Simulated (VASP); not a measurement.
# TaF3: single point with LDA

TaF3:

```
Ta F
1.0
     3.90120    0.00000    0.00000
     0.00000    3.90120    0.00000
     0.00000    0.00000    3.78416
Ta F
1 3
Direct
  0.00000 0.00000 0.00000
  0.50000 0.00000 0.00000
  0.00000 0.50000 0.00000
  0.00000 0.00000 0.50000
```

This cell differs from its parent crystal: strain +0.000 along x and y, -0.030 along z.

```yaml
Program: VASP 6.6.1
Task: single point
Functional: LDA
Potentials_or_basis: VASP PAW LDA potentials, release 64 (Ta_pv, F)
Cutoff: 600 eV
k_mesh: 12 × 12 × 12
Occupations: gaussian, width 0.15 eV
Spin: no spin polarisation
```

- Pressure: 23.1 GPa
- Band gap on the k mesh: zero (band 16 reaches 6.60 eV, above the bottom of band 17 at 3.45 eV)

Stress tensor (GPa, compression positive):
```
17.93  0.00  0.00
 0.00 17.93  0.00
 0.00  0.00 33.40
```

Levels at points of the mesh, in eV from the Fermi level:
| k point | band 14 | band 15 | band 16 | band 17 | band 18 | band 19 |
| --- | --- | --- | --- | --- | --- | --- |
| (0.00, 0.00, 0.00) | -9.13 | -9.13 | -1.34 | -1.34 | -1.31 | -0.73 |
| (0.50, 0.00, 0.00) | -9.38 | -9.19 | -1.25 | 0.32 | 0.34 | 2.07 |
| (0.50, 0.50, 0.00) | -9.82 | -8.47 | 0.42 | 0.42 | 1.44 | 4.05 |
| (0.00, 0.00, 0.50) | -9.12 | -9.12 | -1.20 | 0.60 | 0.60 | 2.20 |
| (0.50, 0.00, 0.50) | -9.54 | -8.65 | 0.48 | 0.72 | 1.65 | 3.32 |
| (0.50, 0.50, 0.50) | -8.64 | -8.46 | 1.81 | 2.01 | 2.01 | 3.26 |

Run time: 3.3 min on 1 thread of AMD EPYC 9R45 (Zen 5) (shared host), peak memory 0.33 GiB.

Caveat: the cell differs from its parent crystal (strain +0.000 along x and y, -0.030 along z); spin-orbit coupling is left out, which moves the levels of the heavy elements.
